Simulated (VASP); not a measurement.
Set up this calculation in VASP 6.6.1, as the native input.

```
Task                   : single point
Functional             : PBEsol
Potentials or basis    : VASP PAW PBE potentials, release 64 (Ca_sv, B)
Cutoff                 : 520 eV
k mesh                 : 6 × 6 × 6
Occupations            : gaussian, width 0.1 eV
Spin                   : no spin polarisation
Dipole correction      : no
Further INCAR settings : ALGO = Normal; EDIFF = 1e-06; NBANDS = 23
```

The structure of CaB6 lies in POSCAR:

```
CaB6
1.0
    4.1233247180      0.0000000000      0.0000000000
    0.0000000000      4.1233247180      0.0000000000
    0.0000000000      0.0000000000      4.1233247180
Ca B
1 6
Direct
    0.5000000000      0.5000000000      0.5000000000
    0.0000000000      0.0000000000      0.2986478305
    0.0000000000      0.0000000000      0.7013521695
    0.2986478305      0.0000000000      0.0000000000
    0.7013521695      0.0000000000      0.0000000000
    0.0000000000      0.2986478305      0.0000000000
    0.0000000000      0.7013521695      0.0000000000
```

These files were run (other wordings do the same):

INCAR

```
ALGO = Normal ; EDIFF = 1E-6
ENCUT = 520 ; GGA = PS
ISIF = 2 ; ISMEAR = 0
LASPH = T ; LCHARG = F
LREAL = F ; LWAVE = F
NBANDS = 23 ; NELM = 100
PREC = Accurate ; SIGMA = 0.1
```

KPOINTS

```
k-points
0
Gamma
  6 6 6
```

Potentials or basis: VASP PAW PBE potentials, release 64 (Ca_sv, B).

Command:

```console
$ cat potpaw_PBE.64/Ca_sv/POTCAR potpaw_PBE.64/B/POTCAR > POTCAR
$ mpirun -np 1 vasp_std > vasp.out
```

It gave:

```yaml
Pressure: 0.6 GPa
Band_gap_on_the_k_mesh: 0.12 eV (least direct gap 0.27 eV)
```

Caveat: the PAW data sets were made with another functional, which shifts forces and pressure a little.

Wall time 12 s on 1 thread of Intel(R) Xeon(R) 6975P-C (Granite Rapids) (shared host), peak memory 0.18 GiB.
